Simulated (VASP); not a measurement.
# CaO (Fm-3m) in VASP: further runs

CaO is run at these levels: PBE, RPBE, revPBE+D3(BJ); tasks: single point, relaxation of cell and atoms.

All numbers are computed with VASP 6.6.1; they aren't measurements. Logs are shortened: lines on timing, memory, paths and dates and some standing lists are left out, and cuts for length are marked.

## (1) The cell of the first run

Symmetry: Fm-3m, No. 225, cubic system. The conventional cell has a = 4.901 Å, b = 4.901 Å, c = 4.901 Å, α = 90.00°, β = 90.00°, γ = 90.00°. Ca (site symmetry m-3m) has 6 O at 2.45 Å within 3.2 Å. Within 3.2 Å of O (site symmetry m-3m) lie 6 Ca at 2.45 Å.

## (2) Single point, PBE

File INCAR:

```
  PREC = Accurate
  ENCUT = 520
  EDIFF = 1E-6
  ISMEAR = -1
  SIGMA = 0.05
  LREAL = False
  LASPH = True
  NELM = 100
  ALGO = Normal
  ISIF = 2
  LWAVE = False
  LCHARG = False
  GGA = PE
  NBANDS = 15
```

File KPOINTS:

```
regular mesh
0
Gamma
  10 10 10
```

File POSCAR:

```
CaO
1.0
    0.0000000000      2.4506962070      2.4506962070
    2.4506962070      0.0000000000      2.4506962070
    2.4506962070      2.4506962070      0.0000000000
Ca O
1 1
Direct
    0.0000000000      0.0000000000      0.0000000000
    0.5000000000      0.5000000000      0.5000000000
```

Potentials or basis: VASP PAW PBE potentials, release 64 (Ca_sv, O).

The run is started by

```sh
$ cat potpaw_PBE.64/Ca_sv/POTCAR potpaw_PBE.64/O/POTCAR > POTCAR
$ mpirun -np 1 vasp_std > vasp.out
```

OUTCAR:

```text
PREC = Accurate
   ENCUT = 520
   EDIFF = 1E-6
   ISMEAR = -1
   LREAL = False
   LASPH = True
   NELM = 100
   ISIF = 2
   GGA = PE

 ion  position               nearest neighbor table
   1  0.000  0.000  0.000-   2 2.45   2 2.45   2 2.45   2 2.45   2 2.45   2 2.45
   2  0.500  0.500  0.500-   1 2.45   1 2.45   1 2.45   1 2.45   1 2.45   1 2.45

  LATTYP: Found a face centered cubic cell.
 ALAT       =     4.9013924140

  Lattice vectors:

 A1 = (   0.0000000000,   2.4506962070,   2.4506962070)
 A2 = (   2.4506962070,   0.0000000000,   2.4506962070)
 A3 = (   2.4506962070,   2.4506962070,   0.0000000000)

Analysis of symmetry for initial positions (statically):
=====================================================================
 Subroutine PRICEL returns:
 Original cell was already a primitive cell.

 Routine SETGRP: Setting up the symmetry group for a
 face centered cubic supercell.

 Subroutine GETGRP returns: Found 48 space group operations
 (whereof 48 operations were pure point group operations)
 out of a pool of 48 trial point group operations.

The static configuration has the point symmetry O_h .

Analysis of symmetry for dynamics (positions and initial velocities):
=====================================================================
 Subroutine PRICEL returns:
 Original cell was already a primitive cell.

 Routine SETGRP: Setting up the symmetry group for a
 face centered cubic supercell.

 Subroutine GETGRP returns: Found 48 space group operations
 (whereof 48 operations were pure point group operations)
 out of a pool of 48 trial point group operations.

The dynamic configuration has the point symmetry O_h .

 Subroutine INISYM returns: Found 48 space group operations
 (whereof 48 operations are pure point group operations),
 and found     1 'primitive' translations

----------------------------------------------------------------------------------------

                                     Primitive cell

  volume of cell :      29.4373

  direct lattice vectors                    reciprocal lattice vectors
     0.000000000  2.450696207  2.450696207    -0.204023656  0.204023656  0.204023656
     2.450696207  0.000000000  2.450696207     0.204023656 -0.204023656  0.204023656
     2.450696207  2.450696207  0.000000000     0.204023656  0.204023656 -0.204023656

  length of vectors
     3.465807813  3.465807813  3.465807813     0.353379338  0.353379338  0.353379338

  position of ions in fractional coordinates (direct lattice)
     0.000000000  0.000000000  0.000000000
     0.500000000  0.500000000  0.500000000

  ion indices of the primitive-cell ions
   primitive index   ion index
                 1           1
                 2           2

----------------------------------------------------------------------------------------

 KPOINTS: regular mesh

Automatic generation of k-mesh.
 Grid dimensions read from file:
 generate k-points for:   10   10   10

 Generating k-lattice:

  Cartesian coordinates                     Fractional coordinates (reciprocal lattice)
    -0.020402366  0.020402366  0.020402366     0.100000000  0.000000000  0.000000000
     0.020402366 -0.020402366  0.020402366     0.000000000  0.100000000  0.000000000
     0.020402366  0.020402366 -0.020402366     0.000000000  0.000000000  0.100000000

  Length of vectors
     0.035337934  0.035337934  0.035337934

  Shift w.r.t. Gamma in fractional coordinates (k-lattice)
     0.000000000  0.000000000  0.000000000

 Subroutine IBZKPT returns following result:
 ===========================================

 Found     47 irreducible k-points:

 Following reciprocal coordinates:
            Coordinates               Weight
  0.000000  0.000000  0.000000      1.000000
  0.100000  0.000000  0.000000      8.000000
  0.200000  0.000000  0.000000      8.000000
  0.300000  0.000000  0.000000      8.000000
  0.400000  0.000000  0.000000      8.000000
  0.500000  0.000000  0.000000      4.000000
[... 16 lines left out ...]
  0.300000  0.300000  0.000000      6.000000
  0.400000  0.300000  0.000000     24.000000
 [... further k-points ...]
   k-points           NKPTS =     47   k-points in BZ     NKDIM =     47   number of bands    NBANDS=     15
   number of dos      NEDOS =    301   number of ions     NIONS =      2
   total plane-waves  NPLWV =  21952
   dimension x,y,z NGX =    28 NGY =   28 NGZ =   28
   dimension x,y,z NGXF=    56 NGYF=   56 NGZF=   56
   ions per type =               1   1
   NGX,Y,Z   is equivalent  to a cutoff of  13.43, 13.43, 13.43 a.u.
   NGXF,Y,Z  is equivalent  to a cutoff of  26.86, 26.86, 26.86 a.u.
 SYSTEM =  unknown system
   PREC   = accura    normal or accurate (medium, high low for compatibility)
   ISTART =      0    job   : 0-new  1-cont  2-samecut
   ICHARG =      2    charge: 1-file 2-atom 10-const
   ISPIN  =      1    spin polarized calculation?
   LNONCOLLINEAR =      F non collinear calculations
   LSORBIT =      F    spin-orbit coupling
   LASPH  =      T    aspherical Exc in radial PAW
   ENCUT  =  520.0 eV  38.22 Ry    6.18 a.u.   6.44  6.44  6.44*2*pi/ulx,y,z
   NELM   =    100;   NELMIN=  2; NELMDL= -5     # of ELM steps
   EDIFF  = 0.1E-05   stopping-criterion for ELM
   LREAL  =      F    real-space projection
   EDIFFG = 0.1E-04   stopping-criterion for IOM
   NSW    =      0    number of steps for IOM
   IBRION =     -1    ionic relax: 0-MD 1-quasi-New 2-CG
   NFREE  =      0    steps in history (QN), initial steepest desc. (CG)
   ISIF   =      2    stress and relaxation
   ISYM   =      2    0-nonsym 1-usesym 2-fastsym
   POTIM  = 0.5000    time-step for ionic-motion
   TEBEG  =    0.0;   TEEND  =   0.0 temperature during run
   PSTRESS=    0.0 pullay stress
   NELECT =      16.0000    total number of electrons
   NUPDOWN=      -1.0000    fix difference up-down
   EMIN   =  10.00;   EMAX   =-10.00  energy-range for DOS
   EFERMI =   0.00;   METHOD = LEGACY
   ISMEAR =    -1;   SIGMA  =   0.05  broadening in eV -4-tet -1-fermi 0-gaus
   EFERMI_NEDOS =   21; number of points for ismear=-14 and -15
   IALGO  =     38    algorithm
   IMIX   =      4    mixing-type and parameters
     AMIX     =   0.40;   BMIX     =  1.00
     AMIX_MAG =   1.60;   BMIX_MAG =  1.00
  volume/ion in A,a.u.               =      14.72        99.33
  Fermi-wavevector in a.u.,A,eV,Ry     =   1.336027  2.524726 24.285979  1.784969
  Thomas-Fermi vector in A             =   2.464686
   LORBIT       =      0    0 simple, 1 ext, 2 COOP (PROOUT), +10 PAW based schemes
   GGA     = PE    functional components
   LHFCALC =     F    Hartree Fock is set to
   AEXX    =    0.0000 exact exchange contribution
   IVDW    =     0    specifies the selected vdW correction
   LEPSILON=     F    determine dielectric tensor
   LRPA    =     F    only Hartree local field effects (RPA)
 non-spin polarized calculation
  energy-cutoff  :      520.00
  volume of cell :       29.44
 maximum number of plane-waves:       821
 NGX is ok and might be reduce to    28
   NGX = 13   NGY = 13   NGZ = 13

 number of electron      16.0000005 magnetization

 Free energy of the ion-electron system (eV)
  ---------------------------------------------------
  ext. energy  EPLUGINS =         0.00000000
  ---------------------------------------------------
  free energy    TOTEN  =       -12.79357090 eV

  energy without entropy =      -12.79357090  energy(sigma->0) =      -12.79357090

 E-fermi :   2.9938     XC(G=0): -10.1929

 val. band max:        2.0280536285   @ k =   0.0000   0.0000   0.0000
 cond. band min:       5.6716380510   @ k =   0.5000   0.5000   0.0000
 fundamental gap:      3.6435844225
 Fermi energy:         2.9938303074

 k-point     1 :       0.0000    0.0000    0.0000
  band No.  band energies     occupation
      1     -35.8562      2.00000
      2     -16.6577      2.00000
      3     -16.6577      2.00000
      4     -16.6577      2.00000
      5     -13.3925      2.00000
      6       2.0281      2.00000
      7       2.0281      2.00000
      8       2.0281      2.00000
      9       6.2807      0.00000
     10       8.1035      0.00000
     11       8.1035      0.00000
     12       8.1035      0.00000
     13       9.5075      0.00000
     14       9.5075      0.00000
     15      16.7300      0.00000

 k-point     2 :       0.1000    0.0000    0.0000
  band No.  band energies     occupation
      1     -35.8487      2.00000
      2     -16.7615      2.00000
      3     -16.6622      2.00000
      4     -16.6622      2.00000
      5     -13.2803      2.00000
      6       1.6779      2.00000
      7       1.9030      2.00000
      8       1.9030      2.00000
      9       6.7317      0.00000
     10       8.0689      0.00000
     11       8.2622      0.00000
     12       8.2622      0.00000
     13       9.7248      0.00000
     14       9.7248      0.00000
     15      17.0839      0.00000

 k-point     3 :       0.2000    0.0000    0.0000
  band No.  band energies     occupation
      1     -35.8291      2.00000
      2     -17.0067      2.00000
      3     -16.6739      2.00000
      4     -16.6739      2.00000
      5     -13.0128      2.00000
      6       0.9418      2.00000
      7       1.6012      2.00000
      8       1.6012      2.00000
      9       7.7331      0.00000
     10       8.1017      0.00000
     11       8.6999      0.00000
     12       8.6999      0.00000
     13      10.2902      0.00000
     14      10.2902      0.00000
     15      17.5296      0.00000
[... 343 lines left out ...]
 k-point    23 :       0.3000    0.3000    0.0000
  band No.  band energies     occupation
      1     -35.7887      2.00000
      2     -17.1130      2.00000
      3     -16.7799      2.00000
      4     -16.7799      2.00000
      5     -12.9609      2.00000
      6       0.3627      2.00000
      7       1.6905      2.00000
      8       1.6905      2.00000
      9       6.3373      0.00000
     10       8.6513      0.00000
     11      10.1817      0.00000
     12      10.2688      0.00000
     13      10.2688      0.00000
     14      11.9212      0.00000
     15      18.3740      0.00000

 k-point    24 :       0.4000    0.3000    0.0000
  band No.  band energies     occupation
      1     -35.7734      2.00000
      2     -17.1665      2.00000
      3     -16.8202      2.00000
      4     -16.7988      2.00000
      5     -12.9531      2.00000
      6       0.4014      2.00000
      7       1.4897      2.00000
      8       1.5856      2.00000
      9       6.2987      0.00000
     10       9.2295      0.00000
     11      10.4694      0.00000
     12      10.5287      0.00000
     13      10.6709      0.00000
     14      12.2964      0.00000
     15      16.8147      0.00000

 [... further k-points ...]
[... 5 lines left out ...]
  --------------------------------------------------------------------------------------
  -------------------------------------------------------------------------------------
  Total       -0.6880547     -0.6880547     -0.6880547     -0.0000000     -0.0000000     -0.0000000
  in kB      -37.4485613    -37.4485613    -37.4485613     -0.0000000     -0.0000000     -0.0000000
  external PRESSURE =     -37.4485613 kB  Pullay stress =       0.0000000 kB

 VOLUME and BASIS-vectors are now :
 -----------------------------------------------------------------------------
  energy-cutoff  :      520.00
  volume of cell :       29.44
      direct lattice vectors                 reciprocal lattice vectors
     0.000000000  2.450696207  2.450696207    -0.204023656  0.204023656  0.204023656
     2.450696207  0.000000000  2.450696207     0.204023656 -0.204023656  0.204023656
     2.450696207  2.450696207  0.000000000     0.204023656  0.204023656 -0.204023656

 POSITION                                       TOTAL-FORCE (eV/Angst)
 -----------------------------------------------------------------------------------
      0.00000      0.00000      0.00000        -0.000000     -0.000000     -0.000000
      2.45070      2.45070      2.45070         0.000000      0.000000      0.000000
 -----------------------------------------------------------------------------------
    total drift:                                0.000000      0.000000      0.000000

  FREE ENERGIE OF THE ION-ELECTRON SYSTEM (eV)
  ---------------------------------------------------
  free  energy   TOTEN  =       -12.7935708967 eV

  energy  without entropy=      -12.7935708966  energy(sigma->0) =      -12.79357090
```

Wall time 34 s (1 thread of AMD EPYC 7R13, shared host); peak memory 0.14 GiB.

Results:

- Free energy: -12.7936 eV
- Pressure: -3.7 GPa
- Band gap on the k mesh: 3.64 eV (least direct gap 4.03 eV)

Caveat: the cell stands under tension. A k mesh can miss the band edges.

[end of part 1 of 2]
